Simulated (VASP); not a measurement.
# W2C (P-3m1) in VASP: further runs

The runs below take W2C through single point, with PBE, RPBE+U.

All numbers are computed with VASP 6.6.1; they aren't measurements. Logs are shortened: lines on timing, memory, paths and dates and some standing lists are left out, and cuts for length are marked.

## Step 1: The cell of the first run

It takes space group P-3m1 (No. 164, trigonal). The conventional cell has a = 3.070 Å, b = 3.070 Å, c = 4.678 Å, α = 90.00°, β = 90.00°, γ = 120.00°. Within 2.8 Å of W (site symmetry 3m) lie 3 C at 2.13 Å. Within 2.8 Å of C (site symmetry -3m) lie 6 W at 2.13 Å.

## Step 2: Single point, PBE

File INCAR:

```
ALGO = Normal
EDIFF = 1E-6
ENCUT = 600
GGA = PE
GGA_COMPAT = False
ISIF = 2
ISMEAR = 1
LASPH = True
LCHARG = False
LREAL = False
LWAVE = False
NBANDS = 23
NELM = 120
PREC = Accurate
SIGMA = 0.43
```

File KPOINTS:

```
k-points
0
Gamma
  3 3 1
```

File POSCAR:

```
W2C
1.0
    3.0700456420      0.0000000000      0.0000000000
   -1.5350228210      2.6587375167      0.0000000000
    0.0000000000      0.0000000000      4.6784280000
W C
2 1
Direct
    0.3333333333      0.6666666667      0.7463310000
    0.6666666667      0.3333333333      0.2536690000
    0.0000000000      0.0000000000      0.0000000000
```

Potentials or basis: VASP PAW PBE potentials, release 64 (W_sv, C).

Launch:

```console
$ cat potpaw_PBE.64/W_sv/POTCAR potpaw_PBE.64/C/POTCAR > POTCAR
$ mpirun -np 1 vasp_std > vasp.out
```

OUTCAR:

```text
EDIFF = 1E-6
   ENCUT = 600
   GGA = PE
   ISIF = 2
   ISMEAR = 1
   LASPH = True
   LREAL = False
   NELM = 120
   PREC = Accurate

 ion  position               nearest neighbor table
   1  0.333  0.667  0.746-   3 2.13   3 2.13   3 2.13   2 2.91   2 2.91   2 2.91   2 2.96   2 2.96
                             2 2.96
   2  0.667  0.333  0.254-   3 2.13   3 2.13   3 2.13   1 2.91   1 2.91   1 2.91   1 2.96   1 2.96
                             1 2.96
   3  0.000  0.000  0.000-   1 2.13   2 2.13   1 2.13   2 2.13   2 2.13   1 2.13

  LATTYP: Found a hexagonal cell.
 ALAT       =     3.0700456420
 C/A-ratio  =     1.5238952594

  Lattice vectors:

 A1 = (   3.0700456420,   0.0000000000,   0.0000000000)
 A2 = (  -1.5350228210,   2.6587375167,   0.0000000000)
 A3 = (   0.0000000000,   0.0000000000,   4.6784280000)

Analysis of symmetry for initial positions (statically):
=====================================================================
 Subroutine PRICEL returns:
 Original cell was already a primitive cell.

 Routine SETGRP: Setting up the symmetry group for a
 hexagonal supercell.

 Subroutine GETGRP returns: Found 12 space group operations
 (whereof 12 operations were pure point group operations)
 out of a pool of 24 trial point group operations.

The static configuration has the point symmetry D_3d.

Analysis of symmetry for dynamics (positions and initial velocities):
=====================================================================
 Subroutine PRICEL returns:
 Original cell was already a primitive cell.

 Routine SETGRP: Setting up the symmetry group for a
 hexagonal supercell.

 Subroutine GETGRP returns: Found 12 space group operations
 (whereof 12 operations were pure point group operations)
 out of a pool of 24 trial point group operations.

The dynamic configuration has the point symmetry D_3d.

 Subroutine INISYM returns: Found 12 space group operations
 (whereof 12 operations are pure point group operations),
 and found     1 'primitive' translations

----------------------------------------------------------------------------------------

                                     Primitive cell

  volume of cell :      38.1874

  direct lattice vectors                    reciprocal lattice vectors
     3.070045642  0.000000000  0.000000000     0.325728056  0.188059181  0.000000000
    -1.535022821  2.658737517  0.000000000     0.000000000  0.376118362  0.000000000
     0.000000000  0.000000000  4.678428000     0.000000000  0.000000000  0.213747011

  length of vectors
     3.070045642  3.070045642  4.678428000     0.376118362  0.376118362  0.213747011

  position of ions in fractional coordinates (direct lattice)
     0.333333333  0.666666667  0.746331000
     0.666666667  0.333333333  0.253669000
     0.000000000  0.000000000  0.000000000

  ion indices of the primitive-cell ions
   primitive index   ion index
                 1           1
                 2           2
                 3           3

----------------------------------------------------------------------------------------

 KPOINTS: k-points

Automatic generation of k-mesh.
 Grid dimensions read from file:
 generate k-points for:    3    3    1

 Generating k-lattice:

  Cartesian coordinates                     Fractional coordinates (reciprocal lattice)
     0.108576019  0.062686394  0.000000000     0.333333333  0.000000000  0.000000000
     0.000000000  0.125372787  0.000000000     0.000000000  0.333333333  0.000000000
     0.000000000  0.000000000  0.213747011     0.000000000  0.000000000  1.000000000

  Length of vectors
     0.125372787  0.125372787  0.213747011

  Shift w.r.t. Gamma in fractional coordinates (k-lattice)
     0.000000000  0.000000000  0.000000000

 Subroutine IBZKPT returns following result:
 ===========================================

 Found      3 irreducible k-points:

 Following reciprocal coordinates:
            Coordinates               Weight
  0.000000  0.000000  0.000000      1.000000
  0.333333 -0.000000  0.000000      6.000000
  0.333333  0.333333  0.000000      2.000000
   k-points           NKPTS =      3   k-points in BZ     NKDIM =      3   number of bands    NBANDS=     23
   number of dos      NEDOS =    301   number of ions     NIONS =      3
   total plane-waves  NPLWV =  31360
   dimension x,y,z NGX =    28 NGY =   28 NGZ =   40
   dimension x,y,z NGXF=    56 NGYF=   56 NGZF=   80
   ions per type =               2   1
   NGX,Y,Z   is equivalent  to a cutoff of  15.16, 15.16, 14.21 a.u.
   NGXF,Y,Z  is equivalent  to a cutoff of  30.32, 30.32, 28.43 a.u.
 SYSTEM =  unknown system
   PREC   = accura    normal or accurate (medium, high low for compatibility)
   ISTART =      0    job   : 0-new  1-cont  2-samecut
   ICHARG =      2    charge: 1-file 2-atom 10-const
   ISPIN  =      1    spin polarized calculation?
   LNONCOLLINEAR =      F non collinear calculations
   LSORBIT =      F    spin-orbit coupling
   LASPH  =      T    aspherical Exc in radial PAW
   ENCUT  =  600.0 eV  44.10 Ry    6.64 a.u.   6.13  6.13  9.34*2*pi/ulx,y,z
   NELM   =    120;   NELMIN=  2; NELMDL= -5     # of ELM steps
   EDIFF  = 0.1E-05   stopping-criterion for ELM
   LREAL  =      F    real-space projection
   EDIFFG = 0.1E-04   stopping-criterion for IOM
   NSW    =      0    number of steps for IOM
   IBRION =     -1    ionic relax: 0-MD 1-quasi-New 2-CG
   NFREE  =      0    steps in history (QN), initial steepest desc. (CG)
   ISIF   =      2    stress and relaxation
   ISYM   =      2    0-nonsym 1-usesym 2-fastsym
   POTIM  = 0.5000    time-step for ionic-motion
   TEBEG  =    0.0;   TEEND  =   0.0 temperature during run
   PSTRESS=    0.0 pullay stress
   NELECT =      32.0000    total number of electrons
   NUPDOWN=      -1.0000    fix difference up-down
   EMIN   =  10.00;   EMAX   =-10.00  energy-range for DOS
   EFERMI =   0.00;   METHOD = LEGACY
   ISMEAR =     1;   SIGMA  =   0.43  broadening in eV -4-tet -1-fermi 0-gaus
   EFERMI_NEDOS =   21; number of points for ismear=-14 and -15
   IALGO  =     38    algorithm
   IMIX   =      4    mixing-type and parameters
     AMIX     =   0.40;   BMIX     =  1.00
     AMIX_MAG =   1.60;   BMIX_MAG =  1.00
  volume/ion in A,a.u.               =      12.73        85.90
  Fermi-wavevector in a.u.,A,eV,Ry     =   1.543422  2.916645 32.411147  2.382152
  Thomas-Fermi vector in A             =   2.649087
   LORBIT       =      0    0 simple, 1 ext, 2 COOP (PROOUT), +10 PAW based schemes
   GGA     = PE    functional components
   LHFCALC =     F    Hartree Fock is set to
   AEXX    =    0.0000 exact exchange contribution
   IVDW    =     0    specifies the selected vdW correction
   LEPSILON=     F    determine dielectric tensor
   LRPA    =     F    only Hartree local field effects (RPA)
 non-spin polarized calculation
 Methfessel and Paxton  Order N= 1 SIGMA  =   0.43
  energy-cutoff  :      600.00
  volume of cell :       38.19
 maximum number of plane-waves:      1284
 NGX is ok and might be reduce to    28
   NGX = 13   NGY = 13   NGZ = 19

 number of electron      32.0000001 magnetization

 Free energy of the ion-electron system (eV)
  ---------------------------------------------------
  ext. energy  EPLUGINS =         0.00000000
  ---------------------------------------------------
  free energy    TOTEN  =       -34.87196113 eV

  energy without entropy =      -34.94155692  energy(sigma->0) =      -34.89515973

 E-fermi :  11.7473     XC(G=0): -13.4433

 val. band max:       11.3051321002   @ k =   0.3333  -0.0000   0.0000
 cond. band min:      12.1219718330   @ k =   0.0000   0.0000   0.0000
 fundamental gap:      0.8168397328
 Fermi energy:        11.7472751014

 k-point     1 :       0.0000    0.0000    0.0000
  band No.  band energies     occupation
      1     -63.2396      2.00000
      2     -63.1638      2.00000
      3     -27.9505      2.00000
      4     -27.2966      2.00000
      5     -27.2966      2.00000
      6     -27.1610      2.00000
[... 15 lines left out ...]
     22      18.2712     -0.00000
     23      18.9914     -0.00000

 k-point     2 :       0.3333   -0.0000    0.0000
  band No.  band energies     occupation
      1     -63.2028      2.00000
      2     -63.1590      2.00000
      3     -27.7184      2.00000
      4     -27.6615      2.00000
      5     -27.5091      2.00000
      6     -27.4260      2.00000
[... 15 lines left out ...]
     22      16.9612     -0.00000
     23      17.6823     -0.00000

 k-point     3 :       0.3333    0.3333    0.0000
  band No.  band energies     occupation
      1     -63.1704      2.00000
      2     -63.1704      2.00000
      3     -27.7326      2.00000
      4     -27.5480      2.00000
      5     -27.5480      2.00000
      6     -27.4338      2.00000
[... 15 lines left out ...]
     22      18.5357     -0.00000
     23      20.6762      0.00000

------------------------ aborting loop because EDIFF is reached ----------------------------------------

  FORCE on cell =-STRESS in cart. coord.  units (eV):
  Direction    XX          YY          ZZ          XY          YZ          ZX
  --------------------------------------------------------------------------------------
  -------------------------------------------------------------------------------------
  Total        5.5782758      5.5782758    -10.8860896      0.0000000      0.0000000     -0.0000000
  in kB      234.0401226    234.0401225   -456.7328406      0.0000000      0.0000000     -0.0000000
  external PRESSURE =       3.7824682 kB  Pullay stress =       0.0000000 kB

 VOLUME and BASIS-vectors are now :
 -----------------------------------------------------------------------------
  energy-cutoff  :      600.00
  volume of cell :       38.19
      direct lattice vectors                 reciprocal lattice vectors
     3.070045642  0.000000000  0.000000000     0.325728056  0.188059181  0.000000000
    -1.535022821  2.658737517  0.000000000     0.000000000  0.376118362  0.000000000
     0.000000000  0.000000000  4.678428000     0.000000000  0.000000000  0.213747011

 POSITION                                       TOTAL-FORCE (eV/Angst)
 -----------------------------------------------------------------------------------
     -0.00000      1.77249      3.49166         0.000000     -0.000000      1.999608
      1.53502      0.88625      1.18677        -0.000000      0.000000     -1.999608
      0.00000      0.00000      0.00000        -0.000000      0.000000      0.000000
 -----------------------------------------------------------------------------------
    total drift:                                0.000000      0.000000      0.000000

  FREE ENERGIE OF THE ION-ELECTRON SYSTEM (eV)
  ---------------------------------------------------
  free  energy   TOTEN  =       -34.8719611314 eV

  energy  without entropy=      -34.9415569158  energy(sigma->0) =      -34.89515973
```

Run time: 9.5 s. Hardware: 1 thread of Intel Xeon 8259CL, shared host; peak memory 0.17 GiB.

What came out:

```
Free energy            : -34.8720 eV
Pressure               : 0.4 GPa
Largest force          : 2.000 eV/Å
Band gap on the k mesh : zero (band 16 reaches 12.47 eV, above the bottom of band 17 at 10.47 eV)
```

Forces on the atoms (eV/Å):
```
W    0.000  0.000  2.000
W    0.000  0.000 -2.000
C    0.000  0.000  0.000
```

Caveat: the k points lie up to 1.34 Å⁻¹ apart; spin-orbit coupling is left out, which moves the levels of the heavy elements; forces of over 1 eV/Å act on the atoms, so gaps and moduli don't describe the material at rest.

[end of part 1 of 3]
